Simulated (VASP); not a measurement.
# Zr (Im-3m) in VASP: a series of runs

Runs on Zr. Level: LDA. Tasks: single point.

Everything below comes from runs of VASP 6.6.1. Logs are shortened: lines on timing, memory, paths and dates and some standing lists are left out, and cuts for length are marked.

## (1) The cell of the first run

The structure is cubic, space group Im-3m (No. 229). Conventional cell: a = 3.440 Å, b = 3.440 Å, c = 3.440 Å, α = 90.00°, β = 90.00°, γ = 90.00°. Zr (site symmetry m-3m) has 14 Zr at 2.98 to 3.44 Å within 3.9 Å.

## (2) Single point, LDA (volume scaled by 0.96)

INCAR reads:

```
  PREC = Accurate
  ENCUT = 520
  EDIFF = 1E-6
  ISMEAR = -1
  SIGMA = 0.1
  LREAL = False
  LASPH = True
  NELM = 80
  ALGO = Normal
  ISIF = 2
  LWAVE = False
  LCHARG = False
  GGA = CA
  NBANDS = 12
```

KPOINTS reads:

```
Automatic mesh
0
Gamma
  21 21 21
```

POSCAR reads:

```
Zr
1.0
   -1.7202371959      1.7202371959      1.7202371959
    1.7202371959     -1.7202371959      1.7202371959
    1.7202371959      1.7202371959     -1.7202371959
Zr
1
Direct
    0.0000000000      0.0000000000      0.0000000000
```

Potentials or basis: VASP PAW LDA potentials, release 64 (Zr_sv).

Run with:

```console
cat potpaw_LDA.64/Zr_sv/POTCAR > POTCAR
mpirun -np 1 vasp_std > vasp.out
```

OUTCAR:

```text
PREC = Accurate
   ENCUT = 520
   EDIFF = 1E-6
   ISMEAR = -1
   LREAL = False
   LASPH = True
   NELM = 80
   ISIF = 2
   GGA = CA

 ion  position               nearest neighbor table
   1  0.000  0.000  0.000-

  LATTYP: Found a body centered cubic cell.
 ALAT       =     3.4404743918

  Lattice vectors:

 A1 = (  -1.7202371959,   1.7202371959,   1.7202371959)
 A2 = (   1.7202371959,  -1.7202371959,   1.7202371959)
 A3 = (   1.7202371959,   1.7202371959,  -1.7202371959)

Analysis of symmetry for initial positions (statically):
=====================================================================
 Subroutine PRICEL returns:
 Original cell was already a primitive cell.

 Routine SETGRP: Setting up the symmetry group for a
 body centered cubic supercell.

 Subroutine GETGRP returns: Found 48 space group operations
 (whereof 48 operations were pure point group operations)
 out of a pool of 48 trial point group operations.

The static configuration has the point symmetry O_h .

Analysis of symmetry for dynamics (positions and initial velocities):
=====================================================================
 Subroutine PRICEL returns:
 Original cell was already a primitive cell.

 Routine SETGRP: Setting up the symmetry group for a
 body centered cubic supercell.

 Subroutine GETGRP returns: Found 48 space group operations
 (whereof 48 operations were pure point group operations)
 out of a pool of 48 trial point group operations.

The dynamic configuration has the point symmetry O_h .

 Subroutine INISYM returns: Found 48 space group operations
 (whereof 48 operations are pure point group operations),
 and found     1 'primitive' translations

----------------------------------------------------------------------------------------

                                     Primitive cell

  volume of cell :      20.3622

  direct lattice vectors                    reciprocal lattice vectors
    -1.720237196  1.720237196  1.720237196     0.000000000  0.290657591  0.290657591
     1.720237196 -1.720237196  1.720237196     0.290657591  0.000000000  0.290657591
     1.720237196  1.720237196 -1.720237196     0.290657591  0.290657591  0.000000000

  length of vectors
     2.979538224  2.979538224  2.979538224     0.411051908  0.411051908  0.411051908

  position of ions in fractional coordinates (direct lattice)
     0.000000000  0.000000000  0.000000000

  ion indices of the primitive-cell ions
   primitive index   ion index
                 1           1

----------------------------------------------------------------------------------------

 KPOINTS: Automatic mesh

Automatic generation of k-mesh.
 Grid dimensions read from file:
 generate k-points for:   21   21   21

 Generating k-lattice:

  Cartesian coordinates                     Fractional coordinates (reciprocal lattice)
     0.000000000  0.013840838  0.013840838     0.047619048  0.000000000  0.000000000
     0.013840838  0.000000000  0.013840838     0.000000000  0.047619048  0.000000000
     0.013840838  0.013840838  0.000000000     0.000000000  0.000000000  0.047619048

  Length of vectors
     0.019573900  0.019573900  0.019573900

  Shift w.r.t. Gamma in fractional coordinates (k-lattice)
     0.000000000  0.000000000  0.000000000

 Subroutine IBZKPT returns following result:
 ===========================================

 Found    286 irreducible k-points:

 Following reciprocal coordinates:
            Coordinates               Weight
  0.000000  0.000000  0.000000      1.000000
  0.047619  0.000000  0.000000     12.000000
  0.095238  0.000000  0.000000     12.000000
  0.142857  0.000000  0.000000     12.000000
  0.190476  0.000000  0.000000     12.000000
  0.238095  0.000000  0.000000     12.000000
[... 16 lines left out ...]
  0.142857  0.095238  0.000000     48.000000
  0.190476  0.095238  0.000000     48.000000
 [... further k-points ...]
   k-points           NKPTS =    286   k-points in BZ     NKDIM =    286   number of bands    NBANDS=     12
   number of dos      NEDOS =    301   number of ions     NIONS =      1
   total plane-waves  NPLWV =  13824
   dimension x,y,z NGX =    24 NGY =   24 NGZ =   24
   dimension x,y,z NGXF=    48 NGYF=   48 NGZF=   48
   ions per type =               1
   NGX,Y,Z   is equivalent  to a cutoff of  13.39, 13.39, 13.39 a.u.
   NGXF,Y,Z  is equivalent  to a cutoff of  26.78, 26.78, 26.78 a.u.
 SYSTEM =  unknown system
   PREC   = accura    normal or accurate (medium, high low for compatibility)
   ISTART =      0    job   : 0-new  1-cont  2-samecut
   ICHARG =      2    charge: 1-file 2-atom 10-const
   ISPIN  =      1    spin polarized calculation?
   LNONCOLLINEAR =      F non collinear calculations
   LSORBIT =      F    spin-orbit coupling
   LASPH  =      T    aspherical Exc in radial PAW
   ENCUT  =  520.0 eV  38.22 Ry    6.18 a.u.   5.54  5.54  5.54*2*pi/ulx,y,z
   NELM   =     80;   NELMIN=  2; NELMDL= -5     # of ELM steps
   EDIFF  = 0.1E-05   stopping-criterion for ELM
   LREAL  =      F    real-space projection
   EDIFFG = 0.1E-04   stopping-criterion for IOM
   NSW    =      0    number of steps for IOM
   IBRION =     -1    ionic relax: 0-MD 1-quasi-New 2-CG
   NFREE  =      0    steps in history (QN), initial steepest desc. (CG)
   ISIF   =      2    stress and relaxation
   ISYM   =      2    0-nonsym 1-usesym 2-fastsym
   POTIM  = 0.5000    time-step for ionic-motion
   TEBEG  =    0.0;   TEEND  =   0.0 temperature during run
   PSTRESS=    0.0 pullay stress
   NELECT =      12.0000    total number of electrons
   NUPDOWN=      -1.0000    fix difference up-down
   EMIN   =  10.00;   EMAX   =-10.00  energy-range for DOS
   EFERMI =   0.00;   METHOD = LEGACY
   ISMEAR =    -1;   SIGMA  =   0.10  broadening in eV -4-tet -1-fermi 0-gaus
   EFERMI_NEDOS =   21; number of points for ismear=-14 and -15
   IALGO  =     38    algorithm
   IMIX   =      4    mixing-type and parameters
     AMIX     =   0.40;   BMIX     =  1.00
     AMIX_MAG =   1.60;   BMIX_MAG =  1.00
  volume/ion in A,a.u.               =      20.36       137.41
  Fermi-wavevector in a.u.,A,eV,Ry     =   1.372546  2.593736 25.631779  1.883883
  Thomas-Fermi vector in A             =   2.498143
   LORBIT       =      0    0 simple, 1 ext, 2 COOP (PROOUT), +10 PAW based schemes
   GGA     = CA    functional components
   LHFCALC =     F    Hartree Fock is set to
   AEXX    =    0.0000 exact exchange contribution
   IVDW    =     0    specifies the selected vdW correction
   LEPSILON=     F    determine dielectric tensor
   LRPA    =     F    only Hartree local field effects (RPA)
 non-spin polarized calculation
  energy-cutoff  :      520.00
  volume of cell :       20.36
 maximum number of plane-waves:       567
   NGX = 11   NGY = 11   NGZ = 11

 number of electron      12.0000000 magnetization

 Free energy of the ion-electron system (eV)
  ---------------------------------------------------
  ext. energy  EPLUGINS =         0.00000000
  ---------------------------------------------------
  free energy    TOTEN  =        -9.26344353 eV

  energy without entropy =       -9.21542543  energy(sigma->0) =       -9.23943448

 E-fermi :  10.0532     XC(G=0): -11.9114

 val. band max:       10.0467200863   @ k =   0.2381   0.2381   0.0952
 cond. band min:      10.0552365215   @ k =  -0.4286  -0.4286   0.0952
 fundamental gap:      0.0085164352
 Fermi energy:        10.0532345654

 k-point     1 :       0.0000    0.0000    0.0000
  band No.  band energies     occupation
      1     -37.9270      2.00000
      2     -15.3287      2.00000
      3     -15.3287      2.00000
      4     -15.3287      2.00000
      5       4.5570      2.00000
      6      11.2077      0.00002
      7      11.2077      0.00002
      8      11.2077      0.00002
      9      14.0778      0.00000
     10      14.0778      0.00000
     11      22.9284      0.00000
     12      22.9284      0.00000

 k-point     2 :       0.0476    0.0000    0.0000
  band No.  band energies     occupation
      1     -37.9212      2.00000
      2     -15.3650      2.00000
      3     -15.3394      2.00000
      4     -15.3291      2.00000
      5       4.6487      2.00000
      6      11.1442      0.00004
      7      11.1893      0.00002
      8      11.2968      0.00001
      9      13.9690      0.00000
     10      14.0751      0.00000
     11      23.0156      0.00000
     12      23.0916      0.00000

 k-point     3 :       0.0952    0.0000    0.0000
  band No.  band energies     occupation
      1     -37.9044      2.00000
      2     -15.4697      2.00000
      3     -15.3704      2.00000
      4     -15.3302      2.00000
      5       4.9145      2.00000
      6      10.9665      0.00022
      7      11.1177      0.00005
      8      11.5619      0.00000
      9      13.7230      0.00000
     10      14.0718      0.00000
     11      23.2501      0.00000
     12      23.5677      0.00000

 k-point     4 :       0.1429    0.0000    0.0000
  band No.  band energies     occupation
      1     -37.8779      2.00000
      2     -15.6308      2.00000
      3     -15.4187      2.00000
      4     -15.3319      2.00000
      5       5.3263      2.00000
      6      10.7061      0.00292
      7      10.9604      0.00023
      8      11.9963      0.00000
      9      13.5075      0.00000
     10      14.0805      0.00000
     11      23.5379      0.00000
     12      24.3230      0.00000

 k-point     5 :       0.1905    0.0000    0.0000
  band No.  band energies     occupation
      1     -37.8439      2.00000
      2     -15.8309      2.00000
      3     -15.4794      2.00000
      4     -15.3341      2.00000
      5       5.8319      2.00000
      6      10.4011      0.05984
      7      10.7303      0.00229
      8      12.5887      0.00000
      9      13.4411      0.00000
     10      14.1163      0.00000
     11      23.6881      0.00000
     12      25.3151      0.00000

 k-point     6 :       0.2381    0.0000    0.0000
  band No.  band energies     occupation
      1     -37.8054      2.00000
      2     -16.0501      2.00000
      3     -15.5468      2.00000
      4     -15.3367      2.00000
      5       6.3464      2.00000
      6      10.0868      0.83366
      7      10.5344      0.01614
      8      13.3219      0.00000
      9      13.5295      0.00000
     10      14.1911      0.00000
     11      23.4748      0.00000
     12      25.4862      0.00000

 k-point     7 :       0.2857    0.0000    0.0000
  band No.  band energies     occupation
      1     -37.7656      2.00000
      2     -16.2682      2.00000
      3     -15.6149      2.00000
      4     -15.3394      2.00000
      5       6.7506      2.00000
      6       9.7911      1.86439
      7      10.5309      0.01671
      8      13.7146      0.00000
      9      14.1710      0.00000
     10      14.3100      0.00000
     11      22.8971      0.00000
     12      24.8976      0.00000

 k-point     8 :       0.3333    0.0000    0.0000
  band No.  band energies     occupation
      1     -37.7282      2.00000
      2     -16.4667      2.00000
      3     -15.6776      2.00000
      4     -15.3419      2.00000
      5       6.9522      2.00000
      6       9.5346      1.98887
      7      10.8216      0.00092
      8      13.9260      0.00000
      9      14.4676      0.00000
     10      15.0967      0.00000
     11      22.1680      0.00000
     12      24.0548      0.00000
[... 166 lines left out ...]
 k-point    20 :       0.4286    0.0476    0.0000
  band No.  band energies     occupation
      1     -37.6646      2.00000
      2     -16.7733      2.00000
      3     -15.7888      2.00000
      4     -15.3600      2.00000
      5       6.9742      2.00000
      6       9.1630      1.99973
      7      12.0219      0.00000
      8      14.1140      0.00000
      9      14.9436      0.00000
     10      17.2621      0.00000
     11      20.8974      0.00000
     12      22.3193      0.00000

 k-point    21 :       0.4762    0.0476    0.0000
  band No.  band energies     occupation
      1     -37.6586      2.00000
      2     -16.8027      2.00000
      3     -15.7989      2.00000
      4     -15.3605      2.00000
      5       6.9512      2.00000
      6       9.1280      1.99981
      7      12.2327      0.00000
      8      14.0968      0.00000
      9      15.0046      0.00000
     10      17.5360      0.00000
     11      20.7553      0.00000
     12      22.1253      0.00000

 k-point    22 :       0.0952    0.0952    0.0000
  band No.  band energies     occupation
      1     -37.8628      2.00000
      2     -15.7174      2.00000
      3     -15.4184      2.00000
      4     -15.3636      2.00000
      5       5.5638      2.00000
      6      10.6529      0.00496
      7      10.7350      0.00219
      8      12.3149      0.00000
      9      13.2993      0.00000
     10      14.2202      0.00000
     11      23.7698      0.00000
     12      24.6461      0.00000

 k-point    23 :       0.1429    0.0952    0.0000
  band No.  band energies     occupation
      1     -37.8303      2.00000
      2     -15.8976      2.00000
      3     -15.4771      2.00000
      4     -15.3748      2.00000
      5       6.0583      2.00000
      6      10.3763      0.07603
      7      10.4883      0.02546
      8      12.9338      0.00000
      9      13.1947      0.00000
     10      14.3466      0.00000
     11      24.0808      0.00000
     12      24.9911      0.00000

 k-point    24 :       0.1905    0.0952    0.0000
  band No.  band energies     occupation
      1     -37.7934      2.00000
      2     -16.0929      2.00000
      3     -15.5514      2.00000
      4     -15.3811      2.00000
      5       6.5749      2.00000
      6      10.0661      0.93564
      7      10.2946      0.16425
      8      13.2265      0.00000
      9      13.7054      0.00000
     10      14.4805      0.00000
     11      23.8474      0.00000
     12      25.1760      0.00000

 [... further k-points ...]
[... 5 lines left out ...]
  --------------------------------------------------------------------------------------
  -------------------------------------------------------------------------------------
  Total        0.5279356      0.5279356      0.5279356      0.0000000     -0.0000000      0.0000000
  in kB       41.5400069     41.5400069     41.5400069      0.0000000     -0.0000000      0.0000000
  external PRESSURE =      41.5400069 kB  Pullay stress =       0.0000000 kB

 VOLUME and BASIS-vectors are now :
 -----------------------------------------------------------------------------
  energy-cutoff  :      520.00
  volume of cell :       20.36
      direct lattice vectors                 reciprocal lattice vectors
    -1.720237196  1.720237196  1.720237196     0.000000000  0.290657591  0.290657591
     1.720237196 -1.720237196  1.720237196     0.290657591  0.000000000  0.290657591
     1.720237196  1.720237196 -1.720237196     0.290657591  0.290657591  0.000000000

 POSITION                                       TOTAL-FORCE (eV/Angst)
 -----------------------------------------------------------------------------------
      0.00000      0.00000      0.00000         0.000000     -0.000000     -0.000000
 -----------------------------------------------------------------------------------
    total drift:                                0.000000      0.000000     -0.000000

  FREE ENERGIE OF THE ION-ELECTRON SYSTEM (eV)
  ---------------------------------------------------
  free  energy   TOTEN  =        -9.2634435316 eV

  energy  without entropy=       -9.2154254346  energy(sigma->0) =       -9.23943448
```

It took 25 s on 1 thread of Intel Xeon Platinum 8488C (Sapphire Rapids), shared host; peak memory 0.18 GiB.

What came out:

```
Free energy            : -9.2634 eV
Pressure               : 4.2 GPa
Band gap on the k mesh : zero (band 6 reaches 11.21 eV, above the bottom of band 7 at 9.39 eV)
```

Caveat: the cell differs from its parent crystal (volume scaled by 0.96).

## (3) Single point, LDA

This run uses another cell than the first one, of 21.21 Å³/atom, 1.042 times its volume.

INCAR reads:

```
SYSTEM = Zr
  ALGO = Normal
  EDIFF = 1E-7
  ENCUT = 520
  GGA = CA
  ISIF = 2
  ISMEAR = -1
  LASPH = .True.
  LCHARG = .False.
  LREAL = .False.
  LWAVE = .False.
  NBANDS = 12
  NELM = 60
  PREC = Accurate
  SIGMA = 0.1
```

KPOINTS reads:

```
k-points
0
Gamma
  21 21 21
  0 0 0
```

POSCAR reads:

```
Zr
1.0
   -1.7438050176      1.7438050176      1.7438050176
    1.7438050176     -1.7438050176      1.7438050176
    1.7438050176      1.7438050176     -1.7438050176
Zr
1
Direct
    0.0000000000      0.0000000000      0.0000000000
```

Potentials or basis: VASP PAW LDA potentials, release 64 (Zr_sv).

Run with:

```console
cat potpaw_LDA.64/Zr_sv/POTCAR > POTCAR
mpirun -np 1 vasp_std > vasp.out
```

Run time: 25 s. Hardware: 1 thread of Intel Xeon Platinum 8488C (Sapphire Rapids), shared host; peak memory 0.18 GiB.

The run converged. Its results:

```yaml
Free_energy: -9.2742 eV
Pressure: -0.1 GPa
Band_gap_on_the_k_mesh: zero (band 6 reaches 10.70 eV, above the bottom of band 7 at 8.88 eV)
```

Levels at points of the mesh, in eV from the Fermi level:
```tsv
k point	band 4	band 5	band 6	band 7	band 8	band 9
(0.00, 0.00, 0.00)	-25.53	-5.46	1.14	1.14	1.14	3.89
```

## (4) Single point, LDA

This run uses another cell than the first one, of 21.21 Å³/atom, 1.042 times its volume.

INCAR reads:

```
ALGO = Normal ; EDIFF = 1E-6
ENCUT = 520 ; GGA = CA
ISIF = 2 ; ISMEAR = -1
LASPH = True ; LCHARG = False
LREAL = False ; LWAVE = False
NBANDS = 12 ; NELM = 60
PREC = Accurate ; SIGMA = 0.1
```

KPOINTS reads:

```
k-points
0
Gamma
  21 21 21
```

POSCAR is that of step 3.

Run with:

```console
cat potpaw_LDA.64/Zr_sv/POTCAR > POTCAR
mpirun -np 1 vasp_std > vasp.out
```

Wall time 23 s (1 thread of Intel Xeon Platinum 8488C (Sapphire Rapids), shared host); peak memory 0.18 GiB.

It converged, with:

```
Free energy            : -9.2742 eV
Pressure               : -0.1 GPa
Band gap on the k mesh : zero (band 6 reaches 10.70 eV, above the bottom of band 7 at 8.88 eV)
```

Levels at points of the mesh, in eV from the Fermi level:
| k point | band 2 | band 3 | band 4 | band 5 | band 6 | band 7 | band 8 | band 9 | band 10 | band 11 |
| --- | --- | --- | --- | --- | --- | --- | --- | --- | --- | --- |
| (0.00, 0.00, 0.00) | -25.53 | -25.53 | -25.53 | -5.46 | 1.14 | 1.14 | 1.14 | 3.89 | 3.89 | 12.75 |
